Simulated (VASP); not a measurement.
# Nb (Im-3m) in VASP: a series of runs

Runs on Nb. Level: PBEsol. Tasks: single point, relaxation of cell and atoms.

Everything below comes from runs of VASP 6.6.1. Logs are shortened: lines on timing, memory, paths and dates and some standing lists are left out, and cuts for length are marked.

**1. The cell of the first run**

Symmetry: Im-3m, No. 229, cubic system. The conventional cell has a = 3.063 Å, b = 3.063 Å, c = 3.063 Å, α = 90.00°, β = 90.00°, γ = 90.00°. Nb (site symmetry m-3m) has 14 Nb at 2.65 to 3.06 Å within 3.5 Å.

**2. Single point, PBEsol**

File INCAR:

```
SYSTEM = Nb
PREC = Accurate ; ENCUT = 520
EDIFF = 1E-7 ; ISMEAR = -1
SIGMA = 0.05 ; LREAL = .FALSE.
LASPH = .TRUE. ; NELM = 60
ALGO = Normal ; ISIF = 2
LWAVE = .FALSE. ; LCHARG = .FALSE.
GGA = PS ; NBANDS = 12
```

File KPOINTS:

```
Automatic mesh
0
G
  18 18 18
  0 0 0
```

File POSCAR:

```
Nb
1.0
   -1.5313993408      1.5313993408      1.5313993408
    1.5313993408     -1.5313993408      1.5313993408
    1.5313993408      1.5313993408     -1.5313993408
Nb
1
Direct
    0.0000000000      0.0000000000      0.0000000000
```

Potentials or basis: VASP PAW PBE potentials, release 64 (Nb_sv).

Command:

```console
cat potpaw_PBE.64/Nb_sv/POTCAR > POTCAR
mpirun -np 1 vasp_std > vasp.out
```

OUTCAR:

```text
SYSTEM = Nb
   PREC = Accurate
   ENCUT = 520
   EDIFF = 1E-7
   ISMEAR = -1
   LREAL = .FALSE.
   LASPH = .TRUE.
   NELM = 60
   ISIF = 2
   GGA = PS

 ion  position               nearest neighbor table
   1  0.000  0.000  0.000-

  LATTYP: Found a body centered cubic cell.
 ALAT       =     3.0627986816

  Lattice vectors:

 A1 = (  -1.5313993408,   1.5313993408,   1.5313993408)
 A2 = (   1.5313993408,  -1.5313993408,   1.5313993408)
 A3 = (   1.5313993408,   1.5313993408,  -1.5313993408)

Analysis of symmetry for initial positions (statically):
=====================================================================
 Subroutine PRICEL returns:
 Original cell was already a primitive cell.

 Routine SETGRP: Setting up the symmetry group for a
 body centered cubic supercell.

 Subroutine GETGRP returns: Found 48 space group operations
 (whereof 48 operations were pure point group operations)
 out of a pool of 48 trial point group operations.

The static configuration has the point symmetry O_h .

Analysis of symmetry for dynamics (positions and initial velocities):
=====================================================================
 Subroutine PRICEL returns:
 Original cell was already a primitive cell.

 Routine SETGRP: Setting up the symmetry group for a
 body centered cubic supercell.

 Subroutine GETGRP returns: Found 48 space group operations
 (whereof 48 operations were pure point group operations)
 out of a pool of 48 trial point group operations.

The dynamic configuration has the point symmetry O_h .

 Subroutine INISYM returns: Found 48 space group operations
 (whereof 48 operations are pure point group operations),
 and found     1 'primitive' translations

----------------------------------------------------------------------------------------

                                     Primitive cell

  volume of cell :      14.3657

  direct lattice vectors                    reciprocal lattice vectors
    -1.531399341  1.531399341  1.531399341     0.000000000  0.326498769  0.326498769
     1.531399341 -1.531399341  1.531399341     0.326498769  0.000000000  0.326498769
     1.531399341  1.531399341 -1.531399341     0.326498769  0.326498769  0.000000000

  length of vectors
     2.652461465  2.652461465  2.652461465     0.461738988  0.461738988  0.461738988

[... 77 lines left out ...]
   NELM   =     60;   NELMIN=  2; NELMDL= -5     # of ELM steps
   EDIFF  = 0.1E-06   stopping-criterion for ELM
   LREAL  =      F    real-space projection
   EDIFFG = 0.1E-05   stopping-criterion for IOM
   NSW    =      0    number of steps for IOM
   IBRION =     -1    ionic relax: 0-MD 1-quasi-New 2-CG
   NFREE  =      0    steps in history (QN), initial steepest desc. (CG)
   ISIF   =      2    stress and relaxation
   ISYM   =      2    0-nonsym 1-usesym 2-fastsym
   POTIM  = 0.5000    time-step for ionic-motion
   TEBEG  =    0.0;   TEEND  =   0.0 temperature during run
   PSTRESS=    0.0 pullay stress
   NELECT =      13.0000    total number of electrons
   NUPDOWN=      -1.0000    fix difference up-down
   EMIN   =  10.00;   EMAX   =-10.00  energy-range for DOS
   EFERMI =   0.00;   METHOD = LEGACY
   ISMEAR =    -1;   SIGMA  =   0.05  broadening in eV -4-tet -1-fermi 0-gaus
   EFERMI_NEDOS =   21; number of points for ismear=-14 and -15
   IALGO  =     38    algorithm
   IMIX   =      4    mixing-type and parameters
     AMIX     =   0.40;   BMIX     =  1.00
     AMIX_MAG =   1.60;   BMIX_MAG =  1.00
  volume/ion in A,a.u.               =      14.37        96.94
  Fermi-wavevector in a.u.,A,eV,Ry     =   1.583486  2.992354 34.115618  2.507427
  Thomas-Fermi vector in A             =   2.683249
   LORBIT       =      0    0 simple, 1 ext, 2 COOP (PROOUT), +10 PAW based schemes
   GGA     = PS    functional components
   LHFCALC =     F    Hartree Fock is set to
   AEXX    =    0.0000 exact exchange contribution
   IVDW    =     0    specifies the selected vdW correction
   LEPSILON=     F    determine dielectric tensor
   LRPA    =     F    only Hartree local field effects (RPA)
 non-spin polarized calculation
  energy-cutoff  :      520.00
  volume of cell :       14.37
 maximum number of plane-waves:       397
   NGX =  9   NGY =  9   NGZ =  9

 number of electron      12.9999999 magnetization

 Free energy of the ion-electron system (eV)
  ---------------------------------------------------
  ext. energy  EPLUGINS =         0.00000000
  ---------------------------------------------------
  free energy    TOTEN  =       -10.53090727 eV

  energy without entropy =      -10.52314143  energy(sigma->0) =      -10.52702435

 E-fermi :  14.6038     XC(G=0): -13.8466

 val. band max:       14.5994983656   @ k =   0.2778   0.2222   0.1111
 cond. band min:      14.6083289944   @ k =   0.1111   0.0000   0.0000
 fundamental gap:      0.0088306289
 Fermi energy:        14.6038121104

 k-point     1 :       0.0000    0.0000    0.0000
  band No.  band energies     occupation
      1     -39.6533      2.00000
      2     -14.2482      2.00000
      3     -14.2482      2.00000
      4     -14.2482      2.00000
      5       8.3195      2.00000
      6      14.7381      0.12771
      7      14.7381      0.12771
      8      14.7381      0.12771
      9      18.4651      0.00000
     10      18.4651      0.00000
     11      29.2600      0.00000
     12      29.2600      0.00000
[... 331 lines left out ...]
 k-point    24 :       0.3889    0.1111    0.0000
  band No.  band energies     occupation
      1     -39.0600      2.00000
      2     -16.7615      2.00000
      3     -15.1532      2.00000
      4     -14.4086      2.00000
      5      10.2627      2.00000
      6      12.2517      2.00000
      7      16.4868      0.00000
      8      18.4722      0.00000
      9      20.0552      0.00000
     10      23.4062      0.00000
     11      27.9721      0.00000
     12      30.2495      0.00000

 [... further k-points ...]
[... 5 lines left out ...]
  --------------------------------------------------------------------------------------
  -------------------------------------------------------------------------------------
  Total        4.5501740      4.5501740      4.5501740      0.0000000      0.0000000      0.0000000
  in kB      507.4733403    507.4733403    507.4733403      0.0000000      0.0000000      0.0000000
  external PRESSURE =     507.4733403 kB  Pullay stress =       0.0000000 kB

 VOLUME and BASIS-vectors are now :
 -----------------------------------------------------------------------------
  energy-cutoff  :      520.00
  volume of cell :       14.37
      direct lattice vectors                 reciprocal lattice vectors
    -1.531399341  1.531399341  1.531399341     0.000000000  0.326498769  0.326498769
     1.531399341 -1.531399341  1.531399341     0.326498769  0.000000000  0.326498769
     1.531399341  1.531399341 -1.531399341     0.326498769  0.326498769  0.000000000

 POSITION                                       TOTAL-FORCE (eV/Angst)
 -----------------------------------------------------------------------------------
      0.00000      0.00000      0.00000         0.000000      0.000000     -0.000000
 -----------------------------------------------------------------------------------
    total drift:                                0.000000     -0.000000      0.000000

  FREE ENERGIE OF THE ION-ELECTRON SYSTEM (eV)
  ---------------------------------------------------
  free  energy   TOTEN  =       -10.5309072747 eV

  energy  without entropy=      -10.5231414327  energy(sigma->0) =      -10.52702435
```

Run time: 33 s. Hardware: 1 thread of Intel Xeon Platinum 8488C (Sapphire Rapids), shared host; peak memory 0.15 GiB.

What came out:

| Quantity | Value |
| --- | --- |
| Free energy | -10.5309 eV |
| Pressure | 50.7 GPa |

Caveat: the PAW data sets were made with another functional, which shifts forces and pressure a little.

**3. Relaxation of cell and atoms, PBEsol, target pressure 51 GPa, at which the enthalpy is minimised**

File INCAR:

```
SYSTEM = Nb
ALGO = Normal ; EDIFF = 1E-7
EDIFFG = -0.005 ; ENCUT = 600
GGA = PS ; IBRION = 2
ISIF = 3 ; ISMEAR = -1
LASPH = .True. ; LCHARG = .False.
LREAL = .False. ; LWAVE = .False.
NELM = 80 ; NSW = 32
PREC = Accurate ; PSTRESS = 510.0
SIGMA = 0.05
```

File KPOINTS:

```
k-points
0
Gamma
  18 18 18
  0 0 0
```

File POSCAR:

```
Nb
1.0
   -1.5313504433      1.5313504433      1.5313504433
    1.5313504433     -1.5313504433      1.5313504433
    1.5313504433      1.5313504433     -1.5313504433
Nb
1
Direct
    0.0000000000      0.0000000000      0.0000000000
```

Potentials or basis: VASP PAW PBE potentials, release 64 (Nb_sv).

Command:

```console
cat potpaw_PBE.64/Nb_sv/POTCAR > POTCAR
mpirun -np 1 vasp_std > vasp.out
```

OUTCAR:

```text
SYSTEM = Nb
   EDIFF = 1E-7
   EDIFFG = -0.005
   ENCUT = 600
   GGA = PS
   IBRION = 2
   ISIF = 3
   ISMEAR = -1
   LASPH = .True.
   LREAL = .False.
   NELM = 80
   NSW = 32
   PREC = Accurate
   PSTRESS = 510.0

 ion  position               nearest neighbor table
   1  0.000  0.000  0.000-

  LATTYP: Found a body centered cubic cell.
 ALAT       =     3.0627008866

  Lattice vectors:

 A1 = (  -1.5313504433,   1.5313504433,   1.5313504433)
 A2 = (   1.5313504433,  -1.5313504433,   1.5313504433)
 A3 = (   1.5313504433,   1.5313504433,  -1.5313504433)

Analysis of symmetry for initial positions (statically):
=====================================================================
 Subroutine PRICEL returns:
 Original cell was already a primitive cell.

 Routine SETGRP: Setting up the symmetry group for a
 body centered cubic supercell.

 Subroutine GETGRP returns: Found 48 space group operations
 (whereof 48 operations were pure point group operations)
 out of a pool of 48 trial point group operations.

The static configuration has the point symmetry O_h .

Analysis of symmetry for dynamics (positions and initial velocities):
=====================================================================
 Subroutine PRICEL returns:
 Original cell was already a primitive cell.

 Routine SETGRP: Setting up the symmetry group for a
 body centered cubic supercell.

 Subroutine GETGRP returns: Found 48 space group operations
 (whereof 48 operations were pure point group operations)
 out of a pool of 48 trial point group operations.

The dynamic configuration has the point symmetry O_h .

 Subroutine INISYM returns: Found 48 space group operations
 (whereof 48 operations are pure point group operations),
 and found     1 'primitive' translations

----------------------------------------------------------------------------------------

[... 117 lines left out ...]
   AEXX    =    0.0000 exact exchange contribution
   IVDW    =     0    specifies the selected vdW correction
   LEPSILON=     F    determine dielectric tensor
   LRPA    =     F    only Hartree local field effects (RPA)
 conjugate gradient relaxation of ions
 non-spin polarized calculation
  energy-cutoff  :      600.00
  volume of cell :       14.36
 maximum number of plane-waves:       490
 NGX is ok and might be reduce to    24
   NGX = 11   NGY = 11   NGZ = 11

--------------------------------------- Ionic step        1  -------------------------------------------

 number of electron      12.9999999 magnetization

 Free energy of the ion-electron system (eV)
  ---------------------------------------------------
  ext. energy  EPLUGINS =         0.00000000
  ---------------------------------------------------
  free energy    TOTEN  =       -10.53103561 eV

  energy without entropy =      -10.52327101  energy(sigma->0) =      -10.52715331

------------------------ aborting loop because EDIFF is reached ----------------------------------------

  FORCE on cell =-STRESS in cart. coord.  units (eV):
  Direction    XX          YY          ZZ          XY          YZ          ZX
  --------------------------------------------------------------------------------------
  -------------------------------------------------------------------------------------
  Total        4.5565149      4.5565149      4.5565149     -0.0000000     -0.0000000     -0.0000000
  in kB      508.2292031    508.2292031    508.2292031     -0.0000000     -0.0000000     -0.0000000
  external PRESSURE =      -1.7707969 kB  Pullay stress =     510.0000000 kB
[... 61 lines left out ...]
--------------------------------------- Ionic step        3  -------------------------------------------

 number of electron      12.9999999 magnetization

 Free energy of the ion-electron system (eV)
  ---------------------------------------------------
  ext. energy  EPLUGINS =         0.00000000
  ---------------------------------------------------
  free energy    TOTEN  =       -10.52868491 eV

  energy without entropy =      -10.52093234  energy(sigma->0) =      -10.52480862

 E-fermi :  14.6142     XC(G=0): -13.8501

 val. band max:       14.6109339167   @ k =   0.2778   0.2222   0.1111
 cond. band min:      14.6174848931   @ k =   0.1111   0.0000   0.0000
 fundamental gap:      0.0065509764
 Fermi energy:        14.6141612983

 k-point     1 :       0.0000    0.0000    0.0000
  band No.  band energies     occupation
      1     -39.6445      2.00000
      2     -14.2367      2.00000
      3     -14.2367      2.00000
      4     -14.2367      2.00000
      5       8.3286      2.00000
      6      14.7473      0.13038
      7      14.7473      0.13038
      8      14.7473      0.13038
      9      18.4767      0.00000
     10      18.4767      0.00000
[... 287 lines left out ...]
 k-point    24 :       0.3889    0.1111    0.0000
  band No.  band energies     occupation
      1     -39.0500      2.00000
      2     -16.7543      2.00000
      3     -15.1432      2.00000
      4     -14.3975      2.00000
      5      10.2698      2.00000
      6      12.2594      2.00000
      7      16.4995      0.00000
      8      18.4841      0.00000
      9      20.0687      0.00000
     10      23.4222      0.00000

 [... further k-points ...]
[... 5 lines left out ...]
  --------------------------------------------------------------------------------------
  -------------------------------------------------------------------------------------
  Total        4.5702590      4.5702590      4.5702590      0.0000000      0.0000000      0.0000000
  in kB      510.0248860    510.0248860    510.0248860      0.0000000      0.0000000      0.0000000
  external PRESSURE =       0.0248860 kB  Pullay stress =     510.0000000 kB
[... 20 lines left out ...]
  energy  without entropy=      -10.5209323403  energy(sigma->0) =      -10.52480862

  enthalpy is  TOTEN    =        -5.9586488998 eV   P V=        4.5700360072

 reached required accuracy - stopping structural energy minimisation
```

OSZICAR:

```text
N       E                     dE             d eps       ncg     rms          rms(c)
DAV:   1     0.136371110105E+03    0.13637E+03   -0.83610E+03  3908   0.150E+03
[... 26 lines left out ...]
DAV:   2    -0.105287160046E+02    0.41217E-03   -0.95946E-04  5756   0.466E-01    0.515E-02
DAV:   3    -0.105286685272E+02    0.47477E-04   -0.35446E-04  5900   0.221E-01    0.338E-02
DAV:   4    -0.105286780728E+02   -0.95457E-05   -0.11308E-05  4614   0.380E-02    0.183E-02
DAV:   5    -0.105286853449E+02   -0.72721E-05   -0.30795E-05  6588   0.430E-02    0.574E-03
DAV:   6    -0.105286850807E+02    0.26424E-06   -0.36037E-07  3866   0.817E-03    0.272E-03
DAV:   7    -0.105286848688E+02    0.21188E-06   -0.16577E-07  2952   0.580E-03    0.508E-04
DAV:   8    -0.105286849070E+02   -0.38223E-07   -0.27057E-08  2074   0.280E-03
   3 F= -.59586489E+01 E0= -.59547726E+01  d E =-.417629E-05
```

CONTCAR:

```text
Nb
   1.00000000000000
    -1.5310875049874846    1.5310875049874846    1.5310875049874846
     1.5310875049874846   -1.5310875049874846    1.5310875049874846
     1.5310875049874846    1.5310875049874846   -1.5310875049874846
  Nb
     1
Direct
     0.0000000000000000    0.0000000000000000    0.0000000000000000

  0.00000000E+00  0.00000000E+00  0.00000000E+00
```

Wall time 73 s (1 thread of Intel Xeon Platinum 8488C (Sapphire Rapids), shared host); peak memory 0.17 GiB.

What came out:

- Free energy: -10.5287 eV
- Relaxed volume: 14.36 Å³/atom
- Relaxed cell: a = 2.652 Å, b = 2.652 Å, c = 2.652 Å, α = 109.47°, β = 109.47°, γ = 109.47°
- Space group after relaxing (to 0.05 Å): Im-3m (No. 229)
- Energy change on relaxing (the enthalpy is what falls): +2.4 meV/atom
- Ionic steps: 3
- Pressure after relaxing: 51.0 GPa

The path:
```csv
step,energy change (eV),largest force (eV/Å),pressure (GPa),volume (Å³)
1,0.0000,0.0000,50.82,14.36
2,0.0105,0.0000,51.65,14.33
3,0.0024,0.0000,51.00,14.36
```

Final structure:
```yaml
crystal:
  lattice:
    - [-1.53109, 1.53109, 1.53109]
    - [1.53109, -1.53109, 1.53109]
    - [1.53109, 1.53109, -1.53109]
  atoms:
    - { symbol: Nb, position: [0.00000, 0.00000, 0.00000] }
```

Levels at points of the mesh, in eV from the Fermi level:
| k point | band 4 | band 5 | band 6 | band 7 | band 8 | band 9 |
| --- | --- | --- | --- | --- | --- | --- |
| (0.00, 0.00, 0.00) | -28.85 | -6.29 | 0.13 | 0.13 | 0.13 | 3.86 |
| (0.50, 0.00, 0.00) | -28.90 | -4.89 | -2.58 | 3.67 | 4.11 | 4.99 |
| (0.50, 0.50, 0.50) | -30.63 | -5.37 | -5.37 | 7.26 | 7.26 | 7.26 |

Caveat: the cell is relaxed towards a set pressure, so the enthalpy falls and the energy may rise; the PAW data sets were made with another functional, which shifts forces and pressure a little.
